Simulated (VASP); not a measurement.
# Cr (Fd-3m) in VASP: further runs

The runs below take Cr through single point, relaxation of cell and atoms, with PBE.

Program: VASP 6.6.1. These are calculated values, not measurements. Logs are shortened: lines on timing, memory, paths and dates and some standing lists are left out, and cuts for length are marked.

## Step 1: The cell of the first run

Symmetry: Fd-3m, No. 227, cubic system. The conventional cell has a = 4.776 Å, b = 4.776 Å, c = 4.776 Å, α = 90.00°, β = 90.00°, γ = 90.00°. Cr (site symmetry -43m) has 4 Cr at 2.07 Å within 2.7 Å.

## Step 2: Single point, PBE, collinear spin, ferromagnetic start

INCAR reads:

```
ALGO     = Normal         # electronic algorithm
EDIFF    = 1E-6           # SCF threshold, eV
ENCUT    = 520            # plane-wave cutoff, eV
GGA      = PE             # functional
ISIF     = 2              # what is computed and relaxed
ISMEAR   = -1             # smearing method
ISPIN    = 2              # spin polarisation
LASPH    = T              # aspherical terms in the spheres
LCHARG   = F              # write CHGCAR
LMAXMIX  = 4              # l up to which the mixer works
LORBIT   = 11             # projections on sites
LREAL    = F              # projectors in reciprocal space
LWAVE    = F              # write WAVECAR
MAGMOM   = 2 2            # initial moments
NBANDS   = 23             # bands
NELM     = 150            # most SCF steps
PREC     = Accurate       # precision mode
SIGMA    = 0.05           # smearing width, eV
```

KPOINTS reads:

```
k-points
0
Gamma
  14 14 14
```

POSCAR reads:

```
Cr
1.0
    0.0000000000      2.3878085544      2.3878085544
    2.3878085544      0.0000000000      2.3878085544
    2.3878085544      2.3878085544      0.0000000000
Cr
2
Direct
   -0.1250000000     -0.1250000000     -0.1250000000
    0.1250000000      0.1250000000      0.1250000000
```

Potentials or basis: VASP PAW PBE potentials, release 64 (Cr_pv).

Command:

```sh
cat potpaw_PBE.64/Cr_pv/POTCAR > POTCAR
mpirun -np 1 vasp_std > vasp.out
```

OUTCAR:

```text
EDIFF = 1E-6
   ENCUT = 520
   GGA = PE
   ISIF = 2
   ISMEAR = -1
   ISPIN = 2
   LASPH = T
   LORBIT = 11
   LREAL = F
   NELM = 150
   PREC = Accurate

 ion  position               nearest neighbor table
   1  0.875  0.875  0.875-   2 2.07   2 2.07   2 2.07   2 2.07
   2  0.125  0.125  0.125-   1 2.07   1 2.07   1 2.07   1 2.07

  LATTYP: Found a face centered cubic cell.
 ALAT       =     4.7756171088

  Lattice vectors:

 A1 = (   0.0000000000,   2.3878085544,   2.3878085544)
 A2 = (   2.3878085544,   0.0000000000,   2.3878085544)
 A3 = (   2.3878085544,   2.3878085544,   0.0000000000)

Analysis of symmetry for initial positions (statically):
[... 6 lines left out ...]

 Subroutine GETGRP returns: Found 48 space group operations
 (whereof 12 operations were pure point group operations)
 out of a pool of 48 trial point group operations.

The static configuration has the point symmetry D_3d.
 The point group associated with its full space group is O_h .

Analysis of symmetry for dynamics (positions and initial velocities):
[... 6 lines left out ...]

 Subroutine GETGRP returns: Found 48 space group operations
 (whereof 12 operations were pure point group operations)
 out of a pool of 48 trial point group operations.

The dynamic configuration has the point symmetry D_3d.
 The point group associated with its full space group is O_h .

Analysis of structural, dynamic, and magnetic symmetry:
=====================================================================
 Subroutine PRICEL returns:
 Original cell was already a primitive cell.

 Routine SETGRP: Setting up the symmetry group for a
 face centered cubic supercell.

 Subroutine GETGRP returns: Found 48 space group operations
 (whereof 12 operations were pure point group operations)
 out of a pool of 48 trial point group operations.

The overall configuration has the point symmetry D_3d.
 The point group associated with its full space group is O_h .

 Subroutine INISYM returns: Found 48 space group operations
 (whereof 12 operations are pure point group operations),
 and found     1 'primitive' translations

----------------------------------------------------------------------------------------

                                     Primitive cell

  volume of cell :      27.2288

  direct lattice vectors                    reciprocal lattice vectors
     0.000000000  2.387808554  2.387808554    -0.209397022  0.209397022  0.209397022
     2.387808554  0.000000000  2.387808554     0.209397022 -0.209397022  0.209397022
     2.387808554  2.387808554  0.000000000     0.209397022  0.209397022 -0.209397022

  length of vectors
     3.376871242  3.376871242  3.376871242     0.362686281  0.362686281  0.362686281

  position of ions in fractional coordinates (direct lattice)
     0.875000000  0.875000000  0.875000000
     0.125000000  0.125000000  0.125000000

  ion indices of the primitive-cell ions
   primitive index   ion index
                 1           1
                 2           2

----------------------------------------------------------------------------------------

 KPOINTS: k-points

Automatic generation of k-mesh.
 Grid dimensions read from file:
 generate k-points for:   14   14   14

 Generating k-lattice:

  Cartesian coordinates                     Fractional coordinates (reciprocal lattice)
    -0.014956930  0.014956930  0.014956930     0.071428571  0.000000000  0.000000000
     0.014956930 -0.014956930  0.014956930     0.000000000  0.071428571  0.000000000
     0.014956930  0.014956930 -0.014956930     0.000000000  0.000000000  0.071428571

  Length of vectors
     0.025906163  0.025906163  0.025906163

  Shift w.r.t. Gamma in fractional coordinates (k-lattice)
     0.000000000  0.000000000  0.000000000

 Subroutine IBZKPT returns following result:
 ===========================================

 Found    104 irreducible k-points:

 Following reciprocal coordinates:
            Coordinates               Weight
  0.000000  0.000000  0.000000      1.000000
  0.071429  0.000000  0.000000      8.000000
  0.142857  0.000000  0.000000      8.000000
  0.214286  0.000000  0.000000      8.000000
  0.285714  0.000000  0.000000      8.000000
  0.357143  0.000000  0.000000      8.000000
[... 16 lines left out ...]
  0.214286  0.142857  0.000000     24.000000
  0.285714  0.142857  0.000000     24.000000
 [... further k-points ...]
   k-points           NKPTS =    104   k-points in BZ     NKDIM =    104   number of bands    NBANDS=     23
   number of dos      NEDOS =    301   number of ions     NIONS =      2
   total plane-waves  NPLWV =  21952
   dimension x,y,z NGX =    28 NGY =   28 NGZ =   28
   dimension x,y,z NGXF=    56 NGYF=   56 NGZF=   56
   ions per type =               2
   NGX,Y,Z   is equivalent  to a cutoff of  13.78, 13.78, 13.78 a.u.
   NGXF,Y,Z  is equivalent  to a cutoff of  27.57, 27.57, 27.57 a.u.
 SYSTEM =  unknown system
   PREC   = accura    normal or accurate (medium, high low for compatibility)
   ISTART =      0    job   : 0-new  1-cont  2-samecut
   ICHARG =      2    charge: 1-file 2-atom 10-const
   ISPIN  =      2    spin polarized calculation?
   LNONCOLLINEAR =      F non collinear calculations
   LSORBIT =      F    spin-orbit coupling
   LASPH  =      T    aspherical Exc in radial PAW
   ENCUT  =  520.0 eV  38.22 Ry    6.18 a.u.   6.28  6.28  6.28*2*pi/ulx,y,z
   NELM   =    150;   NELMIN=  2; NELMDL= -5     # of ELM steps
   EDIFF  = 0.1E-05   stopping-criterion for ELM
   LREAL  =      F    real-space projection
   EDIFFG = 0.1E-04   stopping-criterion for IOM
   NSW    =      0    number of steps for IOM
   IBRION =     -1    ionic relax: 0-MD 1-quasi-New 2-CG
   NFREE  =      0    steps in history (QN), initial steepest desc. (CG)
   ISIF   =      2    stress and relaxation
   ISYM   =      2    0-nonsym 1-usesym 2-fastsym
   POTIM  = 0.5000    time-step for ionic-motion
   TEBEG  =    0.0;   TEEND  =   0.0 temperature during run
   PSTRESS=    0.0 pullay stress
   NELECT =      24.0000    total number of electrons
   NUPDOWN=      -1.0000    fix difference up-down
   EMIN   =  10.00;   EMAX   =-10.00  energy-range for DOS
   EFERMI =   0.00;   METHOD = LEGACY
   ISMEAR =    -1;   SIGMA  =   0.05  broadening in eV -4-tet -1-fermi 0-gaus
   EFERMI_NEDOS =   21; number of points for ismear=-14 and -15
   IALGO  =     38    algorithm
   IMIX   =      4    mixing-type and parameters
     AMIX     =   0.40;   BMIX     =  1.00
     AMIX_MAG =   1.60;   BMIX_MAG =  1.00
  volume/ion in A,a.u.               =      13.61        91.87
  Fermi-wavevector in a.u.,A,eV,Ry     =   1.569648  2.966206 33.521985  2.463796
  Thomas-Fermi vector in A             =   2.671500
   LORBIT       =     11    0 simple, 1 ext, 2 COOP (PROOUT), +10 PAW based schemes
   GGA     = PE    functional components
   LHFCALC =     F    Hartree Fock is set to
   AEXX    =    0.0000 exact exchange contribution
   IVDW    =     0    specifies the selected vdW correction
   LEPSILON=     F    determine dielectric tensor
   LRPA    =     F    only Hartree local field effects (RPA)
 spin polarized calculation
  energy-cutoff  :      520.00
  volume of cell :       27.23
 maximum number of plane-waves:       754
 NGX is ok and might be reduce to    28
   NGX = 13   NGY = 13   NGZ = 13

 number of electron      24.0000011 magnetization      -0.0007350

 number of electron      24.0000011 magnetization       0.0007380

 Free energy of the ion-electron system (eV)
  ---------------------------------------------------
  ext. energy  EPLUGINS =         0.00000000
  ---------------------------------------------------
  free energy    TOTEN  =       -14.25786988 eV

  energy without entropy =      -14.23172720  energy(sigma->0) =      -14.24479854

 E-fermi :   8.5378     XC(G=0): -12.3246

 val. band max:        8.5327621767   @ k =  -0.3571   0.4286   0.0714
 cond. band min:       8.5433849347   @ k =  -0.3571   0.4286   0.1429
 fundamental gap:      0.0106227580
 Fermi energy:         8.5377746980

 spin component 1

 k-point     1 :       0.0000    0.0000    0.0000
  band No.  band energies     occupation
      1     -34.4013      1.00000
      2     -34.4013      1.00000
      3     -34.4013      1.00000
      4     -33.1044      1.00000
      5     -33.1044      1.00000
      6     -33.1044      1.00000
[... 15 lines left out ...]
     22      23.9750      0.00000
     23      23.9750      0.00000

 k-point     2 :       0.0714    0.0000    0.0000
  band No.  band energies     occupation
      1     -34.4107      1.00000
      2     -34.4107      1.00000
      3     -34.4029      1.00000
      4     -33.1046      1.00000
      5     -33.0946      1.00000
      6     -33.0946      1.00000
[... 15 lines left out ...]
     22      23.7580      0.00000
     23      24.2073      0.00000
[... 544 lines left out ...]
     22      21.3323      0.00000
     23      24.0523      0.00000

 k-point    24 :       0.2857    0.1429    0.0000
  band No.  band energies     occupation
      1     -34.5613      1.00000
      2     -34.5516      1.00000
      3     -34.2936      1.00000
      4     -33.2287      1.00000
      5     -32.9485      1.00000
      6     -32.9438      1.00000
[... 15 lines left out ...]
     22      20.9202      0.00000
     23      23.0985      0.00000

 [... further k-points ...]

 spin component 2

 k-point     1 :       0.0000    0.0000    0.0000
  band No.  band energies     occupation
      1     -34.4010      1.00000
      2     -34.4010      1.00000
      3     -34.4010      1.00000
      4     -33.1041      1.00000
      5     -33.1041      1.00000
      6     -33.1041      1.00000
[... 15 lines left out ...]
     22      23.9752      0.00000
     23      23.9752      0.00000

 k-point     2 :       0.0714    0.0000    0.0000
  band No.  band energies     occupation
      1     -34.4104      1.00000
      2     -34.4104      1.00000
      3     -34.4026      1.00000
      4     -33.1043      1.00000
      5     -33.0943      1.00000
      6     -33.0943      1.00000
[... 15 lines left out ...]
     22      23.7582      0.00000
     23      24.2076      0.00000
[... 544 lines left out ...]
     22      21.3326      0.00000
     23      24.0525      0.00000

 k-point    24 :       0.2857    0.1429    0.0000
  band No.  band energies     occupation
      1     -34.5610      1.00000
      2     -34.5513      1.00000
      3     -34.2933      1.00000
      4     -33.2284      1.00000
      5     -32.9482      1.00000
      6     -32.9435      1.00000
[... 15 lines left out ...]
     22      20.9204      0.00000
     23      23.0987      0.00000

 [... further k-points ...]
[... 5 lines left out ...]
  --------------------------------------------------------------------------------------
  -------------------------------------------------------------------------------------
  Total        5.2075860      5.2075860      5.2075860     -0.0000000      0.0000000     -0.0000000
  in kB      306.4210013    306.4210013    306.4210013     -0.0000000      0.0000000     -0.0000000
  external PRESSURE =     306.4210013 kB  Pullay stress =       0.0000000 kB

 VOLUME and BASIS-vectors are now :
 -----------------------------------------------------------------------------
  energy-cutoff  :      520.00
  volume of cell :       27.23
      direct lattice vectors                 reciprocal lattice vectors
     0.000000000  2.387808554  2.387808554    -0.209397022  0.209397022  0.209397022
     2.387808554  0.000000000  2.387808554     0.209397022 -0.209397022  0.209397022
     2.387808554  2.387808554  0.000000000     0.209397022  0.209397022 -0.209397022

 POSITION                                       TOTAL-FORCE (eV/Angst)
 -----------------------------------------------------------------------------------
      4.17866      4.17866      4.17866         0.000000      0.000000      0.000000
      0.59695      0.59695      0.59695        -0.000000     -0.000000     -0.000000
 -----------------------------------------------------------------------------------
    total drift:                                0.000000     -0.000000     -0.000000

  FREE ENERGIE OF THE ION-ELECTRON SYSTEM (eV)
  ---------------------------------------------------
  free  energy   TOTEN  =       -14.2578698798 eV

  energy  without entropy=      -14.2317272014  energy(sigma->0) =      -14.24479854

 total charge

# of ion       s       p       d       tot
------------------------------------------
    1        0.504   6.236   4.748  11.488
    2        0.504   6.236   4.748  11.488
--------------------------------------------------
tot          1.009  12.471   9.496  22.976

 magnetization (x)

# of ion       s       p       d       tot
------------------------------------------
    1        0.000   0.000   0.000   0.000
    2        0.000   0.000   0.000   0.000
--------------------------------------------------
tot          0.000   0.000   0.000   0.000
```

Run time: 3.3 min. Hardware: 1 thread of Intel Xeon 8259CL, shared host; peak memory 0.24 GiB.

Results:

```yaml
Free_energy: -14.2579 eV
Pressure: 30.6 GPa
Band_gap_on_the_k_mesh: zero (filled and empty bands overlap)
Net_moment: 0.00 μB per cell
Valence_electrons_inside_the_program's_atomic_spheres: Cr 11.49
```

Caveat: the starting moments collapsed, and a magnetic state may lie lower.

(Part 1 of 2 ends here.)
